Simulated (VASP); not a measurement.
# Sr3Y (Pm-3m) in VASP: further runs

Runs on Sr3Y. Level: PBE. Tasks: single point, relaxation of cell and atoms.

Program: VASP 6.6.1. These are calculated values, not measurements. Logs are shortened: lines on timing, memory, paths and dates and some standing lists are left out, and cuts for length are marked.

## Step 1: The cell of the first run

The structure is cubic, space group Pm-3m (No. 221). The conventional cell has a = 5.733 Å, b = 5.733 Å, c = 5.733 Å, α = 90.00°, β = 90.00°, γ = 90.00°. Within 5.3 Å of Sr (site symmetry 4/mmm) lie 8 Sr at 4.05 Å and 4 Y at 4.05 Å. Within 5.3 Å of Y (site symmetry m-3m) lie 12 Sr at 4.05 Å.

## Step 2: Single point, PBE

INCAR

```
PREC = Accurate
ENCUT = 520
EDIFF = 1E-6
ISMEAR = 0
SIGMA = 0.1
LREAL = False
LASPH = True
NELM = 60
ALGO = Normal
ISIF = 2
LWAVE = False
LCHARG = True
GGA = PE
LELF = True
LVHAR = True
NBANDS = 28
```

KPOINTS

```
Automatic mesh
0
Gamma
  4 4 4
```

POSCAR

```
Sr3Y
1.0
    5.7329824256      0.0000000000      0.0000000000
    0.0000000000      5.7329824256      0.0000000000
    0.0000000000      0.0000000000      5.7329824256
Sr Y
3 1
Direct
    0.0000000000      0.5000000000      0.5000000000
    0.5000000000      0.0000000000      0.5000000000
    0.5000000000      0.5000000000      0.0000000000
    0.0000000000      0.0000000000      0.0000000000
```

Potentials or basis: VASP PAW PBE potentials, release 64 (Sr_sv, Y_sv).

Command:

```
cat potpaw_PBE.64/Sr_sv/POTCAR potpaw_PBE.64/Y_sv/POTCAR > POTCAR
mpirun -np 1 vasp_std > vasp.out
```

OUTCAR:

```text
PREC = Accurate
   ENCUT = 520
   EDIFF = 1E-6
   ISMEAR = 0
   LREAL = False
   LASPH = True
   NELM = 60
   ISIF = 2
   GGA = PE

 ion  position               nearest neighbor table
   1  0.000  0.500  0.500-   2 4.05   3 4.05   4 4.05   3 4.05   4 4.05   2 4.05   4 4.05   4 4.05
                             2 4.05   3 4.05   3 4.05   2 4.05
   2  0.500  0.000  0.500-   1 4.05   3 4.05   4 4.05   3 4.05   4 4.05   1 4.05   3 4.05   3 4.05
                             1 4.05   4 4.05   4 4.05   1 4.05
   3  0.500  0.500  0.000-   1 4.05   2 4.05   4 4.05   1 4.05   2 4.05   2 4.05   4 4.05   2 4.05
                             1 4.05   4 4.05   1 4.05   4 4.05
   4  0.000  0.000  0.000-   1 4.05   2 4.05   3 4.05   1 4.05   2 4.05   1 4.05   3 4.05   1 4.05
                             2 4.05   3 4.05   2 4.05   3 4.05

  LATTYP: Found a simple cubic cell.
 ALAT       =     5.7329824256

  Lattice vectors:

 A1 = (   5.7329824256,   0.0000000000,   0.0000000000)
 A2 = (   0.0000000000,   5.7329824256,   0.0000000000)
 A3 = (   0.0000000000,   0.0000000000,   5.7329824256)

Analysis of symmetry for initial positions (statically):
=====================================================================
 Subroutine PRICEL returns:
 Original cell was already a primitive cell.

 Routine SETGRP: Setting up the symmetry group for a
 simple cubic supercell.

 Subroutine GETGRP returns: Found 48 space group operations
 (whereof 48 operations were pure point group operations)
 out of a pool of 48 trial point group operations.

The static configuration has the point symmetry O_h .

Analysis of symmetry for dynamics (positions and initial velocities):
=====================================================================
 Subroutine PRICEL returns:
 Original cell was already a primitive cell.

 Routine SETGRP: Setting up the symmetry group for a
 simple cubic supercell.

 Subroutine GETGRP returns: Found 48 space group operations
 (whereof 48 operations were pure point group operations)
 out of a pool of 48 trial point group operations.

The dynamic configuration has the point symmetry O_h .

 Subroutine INISYM returns: Found 48 space group operations
 (whereof 48 operations are pure point group operations),
 and found     1 'primitive' translations

----------------------------------------------------------------------------------------

                                     Primitive cell

  volume of cell :     188.4264

[... 76 lines left out ...]
   NELM   =     60;   NELMIN=  2; NELMDL= -5     # of ELM steps
   EDIFF  = 0.1E-05   stopping-criterion for ELM
   LREAL  =      F    real-space projection
   EDIFFG = 0.1E-04   stopping-criterion for IOM
   NSW    =      0    number of steps for IOM
   IBRION =     -1    ionic relax: 0-MD 1-quasi-New 2-CG
   NFREE  =      0    steps in history (QN), initial steepest desc. (CG)
   ISIF   =      2    stress and relaxation
   ISYM   =      2    0-nonsym 1-usesym 2-fastsym
   POTIM  = 0.5000    time-step for ionic-motion
   TEBEG  =    0.0;   TEEND  =   0.0 temperature during run
   PSTRESS=    0.0 pullay stress
   NELECT =      41.0000    total number of electrons
   NUPDOWN=      -1.0000    fix difference up-down
   EMIN   =  10.00;   EMAX   =-10.00  energy-range for DOS
   EFERMI =   0.00;   METHOD = LEGACY
   ISMEAR =     0;   SIGMA  =   0.10  broadening in eV -4-tet -1-fermi 0-gaus
   EFERMI_NEDOS =   21; number of points for ismear=-14 and -15
   IALGO  =     38    algorithm
   IMIX   =      4    mixing-type and parameters
     AMIX     =   0.40;   BMIX     =  1.00
     AMIX_MAG =   1.60;   BMIX_MAG =  1.00
  volume/ion in A,a.u.               =      47.11       317.89
  Fermi-wavevector in a.u.,A,eV,Ry     =   0.984666  1.860748 13.191755  0.969567
  Thomas-Fermi vector in A             =   2.115915
   LORBIT       =      0    0 simple, 1 ext, 2 COOP (PROOUT), +10 PAW based schemes
   GGA     = PE    functional components
   LHFCALC =     F    Hartree Fock is set to
   AEXX    =    0.0000 exact exchange contribution
   IVDW    =     0    specifies the selected vdW correction
   LEPSILON=     F    determine dielectric tensor
   LRPA    =     F    only Hartree local field effects (RPA)
 non-spin polarized calculation
 Gauss-broadening in eV      SIGMA  =   0.10
  energy-cutoff  :      520.00
  volume of cell :      188.43
 maximum number of plane-waves:      5112
 NGX is ok and might be reduce to    48
   NGX = 21   NGY = 21   NGZ = 21

 number of electron      41.0000001 magnetization

 Free energy of the ion-electron system (eV)
  ---------------------------------------------------
  ext. energy  EPLUGINS =         0.00000000
  ---------------------------------------------------
  free energy    TOTEN  =       -10.54552836 eV

  energy without entropy =      -10.49624217  energy(sigma->0) =      -10.52088527

 E-fermi :   1.9815     XC(G=0):  -7.9061

 val. band max:        1.9541588177   @ k =   0.5000   0.0000   0.0000
 cond. band min:       2.0139297368   @ k =   0.2500   0.2500   0.2500
 fundamental gap:      0.0597709191
 Fermi energy:         1.9815431713

 k-point     1 :       0.0000    0.0000    0.0000
  band No.  band energies     occupation
      1     -41.9631      2.00000
      2     -34.2033      2.00000
      3     -34.1747      2.00000
      4     -34.1747      2.00000
      5     -21.8867      2.00000
      6     -21.8867      2.00000
[... 299 lines left out ...]
     27       3.7896      0.00000
     28       3.7896      0.00000

------------------------ aborting loop because EDIFF is reached ----------------------------------------

  FORCE on cell =-STRESS in cart. coord.  units (eV):
  Direction    XX          YY          ZZ          XY          YZ          ZX
  --------------------------------------------------------------------------------------
  -------------------------------------------------------------------------------------
  Total        0.1606095      0.1606095      0.1606095     -0.0000000     -0.0000000      0.0000000
  in kB        1.3656521      1.3656521      1.3656521     -0.0000000     -0.0000000      0.0000000
  external PRESSURE =       1.3656521 kB  Pullay stress =       0.0000000 kB

 VOLUME and BASIS-vectors are now :
 -----------------------------------------------------------------------------
  energy-cutoff  :      520.00
  volume of cell :      188.43
      direct lattice vectors                 reciprocal lattice vectors
     5.732982426  0.000000000  0.000000000     0.174429281  0.000000000  0.000000000
     0.000000000  5.732982426  0.000000000     0.000000000  0.174429281  0.000000000
     0.000000000  0.000000000  5.732982426     0.000000000  0.000000000  0.174429281

 POSITION                                       TOTAL-FORCE (eV/Angst)
 -----------------------------------------------------------------------------------
      0.00000      2.86649      2.86649         0.000000      0.000000      0.000000
      2.86649      0.00000      2.86649         0.000000      0.000000      0.000000
      2.86649      2.86649      0.00000         0.000000      0.000000      0.000000
      0.00000      0.00000      0.00000         0.000000      0.000000      0.000000
 -----------------------------------------------------------------------------------
    total drift:                                0.000000     -0.000000     -0.000000

  FREE ENERGIE OF THE ION-ELECTRON SYSTEM (eV)
  ---------------------------------------------------
  free  energy   TOTEN  =       -10.5455283648 eV

  energy  without entropy=      -10.4962421734  energy(sigma->0) =      -10.52088527
```

stdout:

```text
POSCAR found type information on POSCAR SrY
 POSCAR found :  2 types and       4 ions
 scaLAPACK will be used
 LDA part: xc-table for (Slater+PW92), standard interpolation
 POSCAR, INCAR and KPOINTS ok, starting setup
 FFT: planning ... GRIDC
 FFT: planning ... GRID_SOFT
 FFT: planning ... GRID
 WAVECAR not read
 entering main loop
```

Run time: 1.7 min. Hardware: 1 thread of AMD EPYC 7R43 (Zen 3), shared host; peak memory 0.3 GiB.

Results:

- Free energy: -10.5455 eV
- Pressure: 0.1 GPa

Levels at points of the mesh, in eV from the Fermi level:
```tsv
k point	band 17	band 18	band 19	band 20	band 21	band 22	band 23	band 24
(0.00, 0.00, 0.00)	-3.95	-0.95	-0.95	-0.93	-0.08	-0.08	-0.08	1.31
(0.50, 0.00, 0.00)	-2.67	-2.44	-0.32	-0.03	0.31	0.31	0.41	0.64
(0.50, 0.50, 0.00)	-1.71	-1.34	-1.33	-1.33	0.40	0.40	0.54	0.74
(0.50, 0.50, 0.50)	-1.63	-1.25	-1.25	-1.25	0.16	0.16	0.16	0.36
```

## Step 3: Relaxation of cell and atoms, PBE

This run uses another cell than the first one, of 30.41 Å³/atom, 0.646 times its volume.

INCAR

```
PREC = Accurate ; ENCUT = 600
EDIFF = 1E-6 ; ISMEAR = 0
SIGMA = 0.1 ; LREAL = False
LASPH = True ; NELM = 60
ALGO = Normal ; ISIF = 3
LWAVE = False ; LCHARG = False
GGA = PE ; IBRION = 2
NSW = 90 ; EDIFFG = -0.04
```

KPOINTS is that of step 2.

POSCAR

```
Sr3Y
1.0
    4.9549724162      0.0000000000      0.0000000000
    0.0000000000      4.9549724162      0.0000000000
    0.0000000000      0.0000000000      4.9549724162
Sr Y
3 1
Direct
    0.0000000000      0.5000000000      0.5000000000
    0.5000000000      0.0000000000      0.5000000000
    0.5000000000      0.5000000000      0.0000000000
    0.0000000000      0.0000000000      0.0000000000
```

Potentials or basis: VASP PAW PBE potentials, release 64 (Sr_sv, Y_sv).

Command:

```
cat potpaw_PBE.64/Sr_sv/POTCAR potpaw_PBE.64/Y_sv/POTCAR > POTCAR
mpirun -np 1 vasp_std > vasp.out
```

It took 3.6 min on 1 thread of AMD EPYC 7R43 (Zen 3), shared host; peak memory 0.23 GiB.

It converged, with:

| Quantity | Value |
| --- | --- |
| Free energy | -10.5401 eV |
| Relaxed volume | 47.68 Å³/atom |
| Relaxed cell | a = 5.756 Å, b = 5.756 Å, c = 5.756 Å, α = 90.00°, β = 90.00°, γ = 90.00° |
| Space group after relaxing (to 0.05 Å) | Pm-3m (No. 221) |
| Energy gained by relaxing | 535.0 meV/atom |
| Ionic steps | 4 |
| Pressure after relaxing | -0.1 GPa |

The path:
```tsv
step	energy change (eV)	largest force (eV/Å)	pressure (GPa)	volume (Å³)
1	0.0000	0.0000	13.23	121.65
2	-2.0382	0.0000	1.91	171.44
3	-2.1134	0.0000	-0.78	200.49
4	-2.1401	0.0000	-0.07	190.74
```

Final structure:
```cif
data_structure
_symmetry_space_group_name_H-M 'P 1'
_symmetry_Int_Tables_number 1
_cell_length_a 5.7563
_cell_length_b 5.7563
_cell_length_c 5.7563
_cell_angle_alpha 90.000
_cell_angle_beta 90.000
_cell_angle_gamma 90.000
_cell_volume 190.74
loop_
_atom_site_label
_atom_site_type_symbol
_atom_site_fract_x
_atom_site_fract_y
_atom_site_fract_z
_atom_site_occupancy
Sr1 Sr 0.00000 0.50000 0.50000 1
Sr2 Sr 0.50000 0.00000 0.50000 1
Sr3 Sr 0.50000 0.50000 0.00000 1
Y1 Y 0.00000 0.00000 0.00000 1
```

Levels at points of the mesh, in eV from the Fermi level:
```
           k point  band 17  band 18  band 19  band 20  band 21  band 22  band 23  band 24
(0.00, 0.00, 0.00)    -3.93    -0.93    -0.93    -0.91    -0.07    -0.07    -0.07     1.27
(0.50, 0.00, 0.00)    -2.67    -2.43    -0.31    -0.02     0.30     0.30     0.41     0.63
(0.50, 0.50, 0.00)    -1.71    -1.34    -1.33    -1.33     0.39     0.39     0.53     0.74
(0.50, 0.50, 0.50)    -1.62    -1.25    -1.25    -1.25     0.14     0.14     0.14     0.34
```

Caveat: the volume moved by over 15 % at a fixed basis, so the end points are rough.
